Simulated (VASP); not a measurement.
# C in VASP: single point with PBEsol+D3(BJ)

Aim: the single point of C with PBEsol+D3(BJ).

Program: VASP 6.6.1. These are calculated values, not measurements. Logs are shortened: lines on timing, memory, paths and dates and some standing lists are left out, and cuts for length are marked.

### Step 1. The cell of the first run

The cell holds a slab with vacuum, 8 atoms: a = 4.917 Å, b = 4.917 Å, c = 28.337 Å, α = 90.00°, β = 90.00°, γ = 120.00°.

### Step 2. Single point, PBEsol+D3(BJ)

Contents of INCAR:

```
SYSTEM = C
  ALGO = Normal
  DIPOL = 0.5 0.5 0.772
  EDIFF = 1E-6
  ENCUT = 520
  GGA = PS
  GGA_COMPAT = .False.
  IDIPOL = 3
  ISIF = 2
  ISMEAR = 0
  IVDW = 12
  LASPH = .True.
  LCHARG = .False.
  LDIPOL = .True.
  LREAL = .False.
  LWAVE = .False.
  NBANDS = 26
  NELM = 120
  NELMDL = -8
  PREC = Accurate
  SIGMA = 0.04
```

Contents of KPOINTS:

```
k-points
0
Gamma
  9 9 1
  0 0 0
```

Contents of POSCAR:

```
C
1.0
    4.9167405043      0.0000000000      0.0000000000
   -2.4583702521      4.2580221805      0.0000000000
    0.0000000000      0.0000000000     28.3367820834
C
8
Direct
    0.4999647253      0.6665428645      0.7716521624
    0.4999114725      0.1667019413      0.7716521624
    1.0000000000      0.6666666667      0.7714982551
    1.0001238022      0.1667551942      0.7716521624
    0.6665428645      0.4999647253      0.7716521624
    0.6666666667      1.0000000000      0.7714982551
    0.1667019413      0.4999114725      0.7716521624
    0.1667551942      1.0001238022      0.7716521624
```

Potentials or basis: VASP PAW PBE potentials, release 64 (C).

Run with:

```console
$ cat potpaw_PBE.64/C/POTCAR > POTCAR
$ mpirun -np 1 vasp_std > vasp.out
```

OUTCAR:

```text
SYSTEM = C
   EDIFF = 1E-6
   ENCUT = 520
   GGA = PS
   ISIF = 2
   ISMEAR = 0
   IVDW = 12
   LASPH = .True.
   LREAL = .False.
   NELM = 120
   NELMDL = -8
   PREC = Accurate
 IVDW          = 12

 ion  position               nearest neighbor table
   1  0.500  0.667  0.772-   5 1.42   7 1.42   6 1.42
   2  0.500  0.167  0.772-   8 1.42   5 1.42   6 1.42
   3  0.000  0.667  0.771-   8 1.42   7 1.42   5 1.42
   4  0.000  0.167  0.772-   7 1.42   8 1.42   6 1.42
   5  0.667  0.500  0.772-   1 1.42   2 1.42   3 1.42
   6  0.667  0.000  0.771-   1 1.42   2 1.42   4 1.42
   7  0.167  0.500  0.772-   4 1.42   1 1.42   3 1.42
   8  0.167  0.000  0.772-   2 1.42   4 1.42   3 1.42

  LATTYP: Found a hexagonal cell.
 ALAT       =     4.9167405043
 C/A-ratio  =     5.7633267525

  Lattice vectors:

 A1 = (   4.9167405043,   0.0000000000,   0.0000000000)
 A2 = (  -2.4583702521,   4.2580221805,   0.0000000000)
 A3 = (   0.0000000000,   0.0000000000,  28.3367820834)

Analysis of symmetry for initial positions (statically):
=====================================================================
 Subroutine PRICEL returns:
 Original cell was already a primitive cell.

 Routine SETGRP: Setting up the symmetry group for a
 hexagonal supercell.

 Subroutine GETGRP returns: Found  6 space group operations
 (whereof  2 operations were pure point group operations)
 out of a pool of 24 trial point group operations.

The static configuration has the point symmetry C_1h.
 The point group associated with its full space group is C_3v.

Analysis of symmetry for dynamics (positions and initial velocities):
=====================================================================
 Subroutine PRICEL returns:
 Original cell was already a primitive cell.

 Routine SETGRP: Setting up the symmetry group for a
 hexagonal supercell.

 Subroutine GETGRP returns: Found  6 space group operations
 (whereof  2 operations were pure point group operations)
 out of a pool of 24 trial point group operations.

The dynamic configuration has the point symmetry C_1h.
 The point group associated with its full space group is C_3v.

 Subroutine INISYM returns: Found  6 space group operations
 (whereof  2 operations are pure point group operations),
 and found     1 'primitive' translations

----------------------------------------------------------------------------------------

                                     Primitive cell

  volume of cell :     593.2473

  direct lattice vectors                    reciprocal lattice vectors
     4.916740504  0.000000000  0.000000000     0.203386776  0.117425410  0.000000000
    -2.458370252  4.258022181  0.000000000     0.000000000  0.234850820  0.000000000
     0.000000000  0.000000000 28.336782083     0.000000000  0.000000000  0.035289822

  length of vectors
     4.916740504  4.916740504 28.336782083     0.234850820  0.234850820  0.035289822

  position of ions in fractional coordinates (direct lattice)
     0.499964725  0.666542865  0.771652162
     0.499911473  0.166701941  0.771652162
     1.000000000  0.666666667  0.771498255
     0.000123802  0.166755194  0.771652162
     0.666542865  0.499964725  0.771652162
     0.666666667  0.000000000  0.771498255
     0.166701941  0.499911473  0.771652162
     0.166755194  0.000123802  0.771652162

  ion indices of the primitive-cell ions
   primitive index   ion index
                 1           1
                 2           2
                 3           3
                 4           4
                 5           5
                 6           6
                 7           7
                 8           8

----------------------------------------------------------------------------------------

 KPOINTS: k-points

Automatic generation of k-mesh.
 Grid dimensions read from file:
 generate k-points for:    9    9    1

 Generating k-lattice:

  Cartesian coordinates                     Fractional coordinates (reciprocal lattice)
     0.022598531  0.013047268  0.000000000     0.111111111  0.000000000  0.000000000
     0.000000000  0.026094536  0.000000000     0.000000000  0.111111111  0.000000000
     0.000000000  0.000000000  0.035289822     0.000000000  0.000000000  1.000000000

  Length of vectors
     0.026094536  0.026094536  0.035289822

  Shift w.r.t. Gamma in fractional coordinates (k-lattice)
     0.000000000  0.000000000  0.000000000

 Subroutine IBZKPT returns following result:
 ===========================================

 Found     12 irreducible k-points:

 Following reciprocal coordinates:
            Coordinates               Weight
  0.000000  0.000000  0.000000      1.000000
  0.111111  0.000000  0.000000      6.000000
  0.222222 -0.000000  0.000000      6.000000
  0.333333  0.000000  0.000000      6.000000
  0.444444 -0.000000  0.000000      6.000000
  0.111111  0.111111  0.000000      6.000000
  0.222222  0.111111  0.000000     12.000000
  0.333333  0.111111  0.000000     12.000000
  0.444444  0.111111  0.000000      6.000000
  0.222222  0.222222  0.000000      6.000000
  0.333333  0.222222  0.000000     12.000000
  0.333333  0.333333  0.000000      2.000000
   k-points           NKPTS =     12   k-points in BZ     NKDIM =     12   number of bands    NBANDS=     26
   number of dos      NEDOS =    301   number of ions     NIONS =      8
   total plane-waves  NPLWV = 345600
   dimension x,y,z NGX =    40 NGY =   40 NGZ =  216
   dimension x,y,z NGXF=    80 NGYF=   80 NGZF=  432
   ions per type =               8
   NGX,Y,Z   is equivalent  to a cutoff of  13.52, 13.52, 12.67 a.u.
   NGXF,Y,Z  is equivalent  to a cutoff of  27.05, 27.05, 25.34 a.u.
 SYSTEM =  C
   PREC   = accura    normal or accurate (medium, high low for compatibility)
   ISTART =      0    job   : 0-new  1-cont  2-samecut
   ICHARG =      2    charge: 1-file 2-atom 10-const
   ISPIN  =      1    spin polarized calculation?
   LNONCOLLINEAR =      F non collinear calculations
   LSORBIT =      F    spin-orbit coupling
   LASPH  =      T    aspherical Exc in radial PAW
   ENCUT  =  520.0 eV  38.22 Ry    6.18 a.u.   9.14  9.14 52.69*2*pi/ulx,y,z
   NELM   =    120;   NELMIN=  2; NELMDL= -8     # of ELM steps
   EDIFF  = 0.1E-05   stopping-criterion for ELM
   LREAL  =      F    real-space projection
   EDIFFG = 0.1E-04   stopping-criterion for IOM
   NSW    =      0    number of steps for IOM
   IBRION =     -1    ionic relax: 0-MD 1-quasi-New 2-CG
   NFREE  =      0    steps in history (QN), initial steepest desc. (CG)
   ISIF   =      2    stress and relaxation
   ISYM   =      2    0-nonsym 1-usesym 2-fastsym
   POTIM  = 0.5000    time-step for ionic-motion
   TEBEG  =    0.0;   TEEND  =   0.0 temperature during run
   PSTRESS=    0.0 pullay stress
   NELECT =      32.0000    total number of electrons
   NUPDOWN=      -1.0000    fix difference up-down
   EMIN   =  10.00;   EMAX   =-10.00  energy-range for DOS
   EFERMI =   0.00;   METHOD = LEGACY
   ISMEAR =     0;   SIGMA  =   0.04  broadening in eV -4-tet -1-fermi 0-gaus
   EFERMI_NEDOS =   21; number of points for ismear=-14 and -15
   IALGO  =     38    algorithm
   IMIX   =      4    mixing-type and parameters
     AMIX     =   0.40;   BMIX     =  1.00
     AMIX_MAG =   1.60;   BMIX_MAG =  1.00
  volume/ion in A,a.u.               =      74.16       500.43
  Fermi-wavevector in a.u.,A,eV,Ry     =   0.618557  1.168903  5.205759  0.382613
  Thomas-Fermi vector in A             =   1.677041
   LORBIT       =      0    0 simple, 1 ext, 2 COOP (PROOUT), +10 PAW based schemes
   GGA     = PS    functional components
   LHFCALC =     F    Hartree Fock is set to
   AEXX    =    0.0000 exact exchange contribution
   IVDW    =    12    specifies the selected vdW correction
   LEPSILON=     F    determine dielectric tensor
   LRPA    =     F    only Hartree local field effects (RPA)
 non-spin polarized calculation
 Gauss-broadening in eV      SIGMA  =   0.04
  energy-cutoff  :      520.00
  volume of cell :      593.25
 maximum number of plane-waves:     16032
 NGX is ok and might be reduce to    40
   NGX = 19   NGY = 19   NGZ =105

 dipolmoment           0.000000      0.000000      0.000000 electrons x Angstroem

 number of electron      32.0000001 magnetization

 dipolmoment           0.000000      0.000000     -0.000001 electrons x Angstroem

 Free energy of the ion-electron system (eV)
  ---------------------------------------------------
  ext. energy  EPLUGINS =         0.00000000
  ---------------------------------------------------
  free energy    TOTEN  =       -77.12850914 eV

  energy without entropy =      -77.12739469  energy(sigma->0) =      -77.12795191

 E-fermi :  -3.2367     XC(G=0):  -1.5378

 val. band max:       -3.2366560056   @ k =   0.3333   0.3333   0.0000
 cond. band min:      -3.2366559338   @ k =   0.3333   0.3333   0.0000
 fundamental gap:      0.0000000718
 Fermi energy:        -3.2366559697

 k-point     1 :       0.0000    0.0000    0.0000
  band No.  band energies     occupation
      1     -22.7954      2.00000
      2     -17.4810      2.00000
      3     -17.4810      2.00000
      4     -17.4692      2.00000
      5     -16.5390      2.00000
      6     -16.5319      2.00000
[... 18 lines left out ...]
     25       2.4742      0.00000
     26       2.8008      0.00000

 k-point     2 :       0.1111    0.0000    0.0000
  band No.  band energies     occupation
      1     -22.7220      2.00000
      2     -18.2684      2.00000
      3     -17.7221      2.00000
      4     -17.7166      2.00000
      5     -16.1719      2.00000
      6     -16.1692      2.00000
[... 18 lines left out ...]
     25       2.5756      0.00000
     26       2.9020      0.00000

 k-point     3 :       0.2222   -0.0000    0.0000
  band No.  band energies     occupation
      1     -22.5022      2.00000
      2     -19.2813      2.00000
      3     -18.0723      2.00000
      4     -18.0682      2.00000
      5     -15.4639      2.00000
      6     -15.4620      2.00000
[... 18 lines left out ...]
     25       2.8798      0.00000
     26       3.2057      0.00000

 k-point     4 :       0.3333    0.0000    0.0000
  band No.  band energies     occupation
      1     -22.1369      2.00000
      2     -20.1936      2.00000
      3     -18.3312      2.00000
      4     -18.3277      2.00000
      5     -14.6453      2.00000
      6     -14.6432      2.00000
[... 18 lines left out ...]
     25       3.3861      0.00000
     26       3.6947      0.00000
[... 148 lines left out ...]
      1     -21.9186      2.00000
      2     -19.9857      2.00000
      3     -19.9792      2.00000
      4     -16.7290      2.00000
      5     -15.8398      2.00000
      6     -12.7750      2.00000
[... 18 lines left out ...]
     25       3.6900      0.00000
     26       4.0161      0.00000

 k-point    11 :       0.3333    0.2222    0.0000
  band No.  band energies     occupation
      1     -21.4113      2.00000
      2     -20.7642      2.00000
      3     -20.1243      2.00000
      4     -16.5889      2.00000
      5     -15.3362      2.00000
      6     -13.4341      2.00000
[... 18 lines left out ...]
     25       3.6540      0.00000
     26       3.7383      0.00000

 k-point    12 :       0.3333    0.3333    0.0000
  band No.  band energies     occupation
      1     -20.8425      2.00000
      2     -20.8328      2.00000
      3     -20.8328      2.00000
      4     -15.7985      2.00000
      5     -15.7984      2.00000
      6     -13.9076      2.00000
[... 18 lines left out ...]
     25       3.6230      0.00000
     26       3.6230      0.00000

------------------------ aborting loop because EDIFF is reached ----------------------------------------

 vacuum level on the upper side and lower side of the slab       (xc-potential included)        -0.006        -0.006

 Edisp (eV)   -0.39276

 E8    (eV) :    -0.2022

  FORCE on cell =-STRESS in cart. coord.  units (eV):
  Direction    XX          YY          ZZ          XY          YZ          ZX
  --------------------------------------------------------------------------------------
  -------------------------------------------------------------------------------------
  Total       0.49110     0.49110    -0.04272     0.00000     0.00000    -0.00000
  in kB       1.32631     1.32631    -0.11537     0.00000     0.00000    -0.00000
  external pressure =        0.85 kB  Pullay stress =        0.00 kB

 VOLUME and BASIS-vectors are now :
 -----------------------------------------------------------------------------
  energy-cutoff  :      520.00
  volume of cell :      593.25
      direct lattice vectors                 reciprocal lattice vectors
     4.916740504  0.000000000  0.000000000     0.203386776  0.117425410  0.000000000
    -2.458370252  4.258022181  0.000000000     0.000000000  0.234850820  0.000000000
     0.000000000  0.000000000 28.336782083     0.000000000  0.000000000  0.035289822

 POSITION                                       TOTAL-FORCE (eV/Angst)
 -----------------------------------------------------------------------------------
      0.81959      2.83815     21.86614        -0.011686      0.043450     -0.018996
      2.04812      0.70982     21.86614         0.043472     -0.011604     -0.018996
     -1.63891      2.83868     21.86178        -0.000000     -0.000000      0.056989
     -0.40934      0.71005     21.86614        -0.031785     -0.031845     -0.018996
      2.04812      2.12886     21.86614         0.043472      0.011604     -0.018996
      3.27783      0.00000     21.86178        -0.000000      0.000000      0.056989
     -0.40934      2.12863     21.86614        -0.031785      0.031845     -0.018996
      0.81959      0.00053     21.86614        -0.011686     -0.043450     -0.018996
 -----------------------------------------------------------------------------------
    total drift:                                0.000041      0.000071      0.000322

  FREE ENERGIE OF THE ION-ELECTRON SYSTEM (eV)
  ---------------------------------------------------
  free  energy   TOTEN  =       -77.5212709156 eV

  energy  without entropy=      -77.5201564671  energy(sigma->0) =      -77.52071369

 vacuum level on the upper side and lower side of the slab         1.062         1.062
```

Wall time 8.1 min (1 thread of Intel Xeon Platinum 8488C (Sapphire Rapids), shared host); peak memory 0.73 GiB.

What came out:

* Free energy: -77.5213 eV
* Largest force: 0.057 eV/Å
* Band gap on the k mesh: zero (filled and empty bands touch)
* Dispersion energy per atom: -0.049 eV

Forces on the atoms (eV/Å):
```
C   -0.012  0.043 -0.019
C    0.043 -0.012 -0.019
C    0.000  0.000  0.057
C   -0.032 -0.032 -0.019
C    0.043  0.012 -0.019
C    0.000  0.000  0.057
C   -0.032  0.032 -0.019
C   -0.012 -0.043 -0.019
```

Caveat: the PAW data sets were made with another functional, which shifts forces and pressure a little.
